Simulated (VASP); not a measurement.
# MgO (I4mm) in VASP: further runs

Runs on MgO. Level: PBEsol. Tasks: single point.

All numbers are computed with VASP 6.6.1; they aren't measurements. Logs are shortened: lines on timing, memory, paths and dates and some standing lists are left out, and cuts for length are marked.

## Step 1: The cell of the first run

Symmetry: I4mm, No. 107, tetragonal system. Conventional cell: a = 3.020 Å, b = 3.020 Å, c = 4.270 Å, α = 90.00°, β = 90.00°, γ = 90.00°. Mg (site symmetry 4mm) has 6 O at 2.04 to 2.24 Å within 2.7 Å. O (site symmetry 4mm) has 6 Mg at 2.04 to 2.24 Å within 2.7 Å.

## Step 2: Single point, PBEsol (all O atoms moved -0.100 Å, as atom 2 along Cartesian [0 0 1])

File INCAR:

```
PREC = Accurate
ENCUT = 520
EDIFF = 1E-6
ISMEAR = 0
SIGMA = 0.05
LREAL = F
LASPH = T
NELM = 60
ALGO = Normal
ISIF = 2
LWAVE = F
LCHARG = T
GGA = PS
LELF = T
LVHAR = T
NBANDS = 11
```

File KPOINTS:

```
regular mesh
0
Gamma
  10 10 10
```

File POSCAR:

```
MgO
1.0
    0.0000000000      2.1351500000      2.1351500000
    2.1351500000      0.0000000000      2.1351500000
    2.1351500000      2.1351500000      0.0000000000
Mg O
1 1
Direct
    0.0000000000      0.0000000000      0.0000000000
    0.4765824415      0.4765824415      0.5234175585
```

Potentials or basis: VASP PAW PBE potentials, release 64 (Mg, O).

Command:

```console
$ cat potpaw_PBE.64/Mg/POTCAR potpaw_PBE.64/O/POTCAR > POTCAR
$ mpirun -np 1 vasp_std > vasp.out
```

OUTCAR:

```text
PREC = Accurate
   ENCUT = 520
   EDIFF = 1E-6
   ISMEAR = 0
   LREAL = F
   LASPH = T
   NELM = 60
   ISIF = 2
   GGA = PS

 ion  position               nearest neighbor table
   1  0.000  0.000  0.000-   2 2.04   2 2.14   2 2.14   2 2.14   2 2.14   2 2.24
   2  0.477  0.477  0.523-   1 2.04   1 2.14   1 2.14   1 2.14   1 2.14   1 2.24

  LATTYP: Found a face centered cubic cell.
 ALAT       =     4.2703000000

  Lattice vectors:

 A1 = (   0.0000000000,   2.1351500000,   2.1351500000)
 A2 = (   2.1351500000,   0.0000000000,   2.1351500000)
 A3 = (   2.1351500000,   2.1351500000,   0.0000000000)

Analysis of symmetry for initial positions (statically):
=====================================================================
 Subroutine PRICEL returns:
 Original cell was already a primitive cell.

 Routine SETGRP: Setting up the symmetry group for a
 face centered cubic supercell.

 Subroutine GETGRP returns: Found  8 space group operations
 (whereof  8 operations were pure point group operations)
 out of a pool of 48 trial point group operations.

The static configuration has the point symmetry C_4v.

Analysis of symmetry for dynamics (positions and initial velocities):
=====================================================================
 Subroutine PRICEL returns:
 Original cell was already a primitive cell.

 Routine SETGRP: Setting up the symmetry group for a
 face centered cubic supercell.

 Subroutine GETGRP returns: Found  8 space group operations
 (whereof  8 operations were pure point group operations)
 out of a pool of 48 trial point group operations.

The dynamic configuration has the point symmetry C_4v.

 Subroutine INISYM returns: Found  8 space group operations
 (whereof  8 operations are pure point group operations),
 and found     1 'primitive' translations

----------------------------------------------------------------------------------------

                                     Primitive cell

  volume of cell :      19.4677

  direct lattice vectors                    reciprocal lattice vectors
     0.000000000  2.135150000  2.135150000    -0.234175585  0.234175585  0.234175585
     2.135150000  0.000000000  2.135150000     0.234175585 -0.234175585  0.234175585
     2.135150000  2.135150000  0.000000000     0.234175585  0.234175585 -0.234175585

  length of vectors
     3.019558088  3.019558088  3.019558088     0.405604011  0.405604011  0.405604011

  position of ions in fractional coordinates (direct lattice)
     0.000000000  0.000000000  0.000000000
     0.476582441  0.476582441  0.523417559

  ion indices of the primitive-cell ions
   primitive index   ion index
                 1           1
                 2           2

----------------------------------------------------------------------------------------

 KPOINTS: regular mesh

Automatic generation of k-mesh.
 Grid dimensions read from file:
 generate k-points for:   10   10   10

 Generating k-lattice:

  Cartesian coordinates                     Fractional coordinates (reciprocal lattice)
    -0.023417558  0.023417558  0.023417558     0.100000000  0.000000000  0.000000000
     0.023417558 -0.023417558  0.023417558     0.000000000  0.100000000  0.000000000
     0.023417558  0.023417558 -0.023417558     0.000000000  0.000000000  0.100000000

  Length of vectors
     0.040560401  0.040560401  0.040560401

  Shift w.r.t. Gamma in fractional coordinates (k-lattice)
     0.000000000  0.000000000  0.000000000

 Subroutine IBZKPT returns following result:
 ===========================================

 Found    102 irreducible k-points:

 Following reciprocal coordinates:
            Coordinates               Weight
  0.000000  0.000000  0.000000      1.000000
  0.100000  0.000000  0.000000      8.000000
  0.200000  0.000000  0.000000      8.000000
  0.300000  0.000000  0.000000      8.000000
  0.400000  0.000000  0.000000      8.000000
  0.500000  0.000000  0.000000      4.000000
[... 16 lines left out ...]
 -0.100000  0.100000  0.000000      4.000000
  0.000000 -0.100000  0.100000      8.000000
 [... further k-points ...]
   k-points           NKPTS =    102   k-points in BZ     NKDIM =    102   number of bands    NBANDS=     11
   number of dos      NEDOS =    301   number of ions     NIONS =      2
   total plane-waves  NPLWV =  13824
   dimension x,y,z NGX =    24 NGY =   24 NGZ =   24
   dimension x,y,z NGXF=    48 NGYF=   48 NGZF=   48
   ions per type =               1   1
   NGX,Y,Z   is equivalent  to a cutoff of  13.21, 13.21, 13.21 a.u.
   NGXF,Y,Z  is equivalent  to a cutoff of  26.43, 26.43, 26.43 a.u.
 SYSTEM =  unknown system
   PREC   = accura    normal or accurate (medium, high low for compatibility)
   ISTART =      0    job   : 0-new  1-cont  2-samecut
   ICHARG =      2    charge: 1-file 2-atom 10-const
   ISPIN  =      1    spin polarized calculation?
   LNONCOLLINEAR =      F non collinear calculations
   LSORBIT =      F    spin-orbit coupling
   LASPH  =      T    aspherical Exc in radial PAW
   ENCUT  =  520.0 eV  38.22 Ry    6.18 a.u.   5.61  5.61  5.61*2*pi/ulx,y,z
   NELM   =     60;   NELMIN=  2; NELMDL= -5     # of ELM steps
   EDIFF  = 0.1E-05   stopping-criterion for ELM
   LREAL  =      F    real-space projection
   EDIFFG = 0.1E-04   stopping-criterion for IOM
   NSW    =      0    number of steps for IOM
   IBRION =     -1    ionic relax: 0-MD 1-quasi-New 2-CG
   NFREE  =      0    steps in history (QN), initial steepest desc. (CG)
   ISIF   =      2    stress and relaxation
   ISYM   =      2    0-nonsym 1-usesym 2-fastsym
   POTIM  = 0.5000    time-step for ionic-motion
   TEBEG  =    0.0;   TEEND  =   0.0 temperature during run
   PSTRESS=    0.0 pullay stress
   NELECT =       8.0000    total number of electrons
   NUPDOWN=      -1.0000    fix difference up-down
   EMIN   =  10.00;   EMAX   =-10.00  energy-range for DOS
   EFERMI =   0.00;   METHOD = LEGACY
   ISMEAR =     0;   SIGMA  =   0.05  broadening in eV -4-tet -1-fermi 0-gaus
   EFERMI_NEDOS =   21; number of points for ismear=-14 and -15
   IALGO  =     38    algorithm
   IMIX   =      4    mixing-type and parameters
     AMIX     =   0.40;   BMIX     =  1.00
     AMIX_MAG =   1.60;   BMIX_MAG =  1.00
  volume/ion in A,a.u.               =       9.73        65.69
  Fermi-wavevector in a.u.,A,eV,Ry     =   1.217119  2.300022 20.155386  1.481379
  Thomas-Fermi vector in A             =   2.352450
   LORBIT       =      0    0 simple, 1 ext, 2 COOP (PROOUT), +10 PAW based schemes
   GGA     = PS    functional components
   LHFCALC =     F    Hartree Fock is set to
   AEXX    =    0.0000 exact exchange contribution
   IVDW    =     0    specifies the selected vdW correction
   LEPSILON=     F    determine dielectric tensor
   LRPA    =     F    only Hartree local field effects (RPA)
 non-spin polarized calculation
 Gauss-broadening in eV      SIGMA  =   0.05
  energy-cutoff  :      520.00
  volume of cell :       19.47
 maximum number of plane-waves:       544
   NGX = 11   NGY = 11   NGZ = 11

 number of electron       8.0000002 magnetization

 Free energy of the ion-electron system (eV)
  ---------------------------------------------------
  ext. energy  EPLUGINS =         0.00000000
  ---------------------------------------------------
  free energy    TOTEN  =       -12.47395161 eV

  energy without entropy =      -12.47395161  energy(sigma->0) =      -12.47395161

 E-fermi :   3.0386     XC(G=0): -11.1091

 val. band max:        2.7558029159   @ k =   0.0000   0.0000   0.0000
 cond. band min:       7.0016853579   @ k =   0.0000   0.0000   0.0000
 fundamental gap:      4.2458824420
 Fermi energy:         3.0386291576

 k-point     1 :       0.0000    0.0000    0.0000
  band No.  band energies     occupation
      1     -14.2379      2.00000
      2       2.7417      2.00000
      3       2.7558      2.00000
      4       2.7558      2.00000
      5       7.0017      0.00000
      6      18.1842      0.00000
      7      18.2041      0.00000
      8      18.2041      0.00000
      9      21.8823      0.00000
     10      23.7465      0.00000
     11      23.7676      0.00000

 k-point     2 :       0.1000    0.0000    0.0000
  band No.  band energies     occupation
      1     -14.1379      2.00000
      2       2.0937      2.00000
      3       2.6872      2.00000
      4       2.6928      2.00000
      5       7.6401      0.00000
      6      16.9269      0.00000
      7      18.4186      0.00000
      8      18.4261      0.00000
      9      22.9570      0.00000
     10      22.9779      0.00000
     11      23.5137      0.00000

 k-point     3 :       0.2000    0.0000    0.0000
  band No.  band energies     occupation
      1     -13.8633      2.00000
      2       0.8014      2.00000
      3       2.5274      2.00000
      4       2.5332      2.00000
      5       8.8373      0.00000
      6      15.3964      0.00000
      7      18.8378      0.00000
      8      18.8502      0.00000
      9      22.2611      0.00000
     10      22.3046      0.00000
     11      24.2518      0.00000

 k-point     4 :       0.3000    0.0000    0.0000
  band No.  band energies     occupation
      1     -13.4938      2.00000
      2      -0.4723      2.00000
      3       2.3394      2.00000
      4       2.3452      2.00000
      5       9.7924      0.00000
      6      14.6442      0.00000
      7      18.8877      0.00000
      8      18.8891      0.00000
      9      22.7186      0.00000
     10      22.7406      0.00000
     11      23.6568      0.00000
[... 239 lines left out ...]
 k-point    22 :       0.0000   -0.2000    0.1000
  band No.  band energies     occupation
      1     -13.6754      2.00000
      2       0.2846      2.00000
      3       2.1189      2.00000
      4       2.4927      2.00000
      5       9.5794      0.00000
      6      14.8129      0.00000
      7      18.2945      0.00000
      8      19.4339      0.00000
      9      21.0710      0.00000
     10      23.1302      0.00000
     11      25.2429      0.00000

 k-point    23 :      -0.1000    0.1000    0.0000
  band No.  band energies     occupation
      1     -13.9804      2.00000
      2       1.3840      2.00000
      3       2.4318      2.00000
      4       2.6491      2.00000
      5       8.4441      0.00000
      6      15.8534      0.00000
      7      18.5106      0.00000
      8      18.8415      0.00000
      9      21.5921      0.00000
     10      23.0685      0.00000
     11      24.9749      0.00000

 k-point    24 :       0.0000   -0.1000    0.1000
  band No.  band energies     occupation
      1     -13.9803      2.00000
      2       1.3867      2.00000
      3       2.4349      2.00000
      4       2.6443      2.00000
      5       8.4366      0.00000
      6      15.8634      0.00000
      7      18.4981      0.00000
      8      18.8511      0.00000
      9      21.6478      0.00000
     10      23.0648      0.00000
     11      24.8985      0.00000

 [... further k-points ...]

------------------------ aborting loop because EDIFF is reached ----------------------------------------

  FORCE on cell =-STRESS in cart. coord.  units (eV):
  Direction    XX          YY          ZZ          XY          YZ          ZX
  --------------------------------------------------------------------------------------
  -------------------------------------------------------------------------------------
  Total       -0.7787488     -0.7787488     -0.4072938      0.0000000     -0.0000000      0.0000000
  in kB      -64.0903772    -64.0903772    -33.5199424      0.0000000     -0.0000000      0.0000000
  external PRESSURE =     -53.9002323 kB  Pullay stress =       0.0000000 kB

 VOLUME and BASIS-vectors are now :
 -----------------------------------------------------------------------------
  energy-cutoff  :      520.00
  volume of cell :       19.47
      direct lattice vectors                 reciprocal lattice vectors
     0.000000000  2.135150000  2.135150000    -0.234175585  0.234175585  0.234175585
     2.135150000  0.000000000  2.135150000     0.234175585 -0.234175585  0.234175585
     2.135150000  2.135150000  0.000000000     0.234175585  0.234175585 -0.234175585

 POSITION                                       TOTAL-FORCE (eV/Angst)
 -----------------------------------------------------------------------------------
      0.00000      0.00000      0.00000         0.000000      0.000000     -0.474999
      2.13515      2.13515      2.03515         0.000000      0.000000      0.474999
 -----------------------------------------------------------------------------------
    total drift:                                0.000001      0.000001      0.000762

  FREE ENERGIE OF THE ION-ELECTRON SYSTEM (eV)
  ---------------------------------------------------
  free  energy   TOTEN  =       -12.4739516146 eV

  energy  without entropy=      -12.4739516146  energy(sigma->0) =      -12.47395161
```

Wall time 8.5 s (1 thread of Intel Xeon 6975P-C, shared host); peak memory 0.15 GiB.

Results:

```yaml
Free_energy: -12.4740 eV
Pressure: -5.4 GPa
Largest_force: 0.475 eV/Å
Band_gap_on_the_k_mesh: 4.25 eV, direct
```

Forces in eV/Å, atoms in the order of the input:
```
Mg   0.000  0.000 -0.475
O    0.000  0.000  0.475
```

Levels at points of the mesh, in eV from the valence-band top:
```csv
k point,band 1,band 2,band 3,band 4,band 5,band 6,band 7,band 8
"(0.00, 0.00, 0.00)",-16.99,-0.01,0.00,0.00,4.25,15.43,15.45,15.45
"(0.50, 0.00, 0.00)",-15.79,-4.49,-0.62,-0.61,7.50,12.01,15.76,15.80
"(0.50, 0.50, 0.00)",-15.54,-3.96,-1.30,-1.30,8.88,9.38,12.56,18.24
"(0.00, 0.50, 0.50)",-15.53,-3.97,-1.31,-1.31,8.91,9.40,12.56,18.22
```

Caveat: the cell differs from its parent crystal (all O atoms moved -0.100 Å, as atom 2 along Cartesian [0 0 1]); the PAW data sets were made with another functional, which shifts forces and pressure a little.

[end of part 1 of 2]
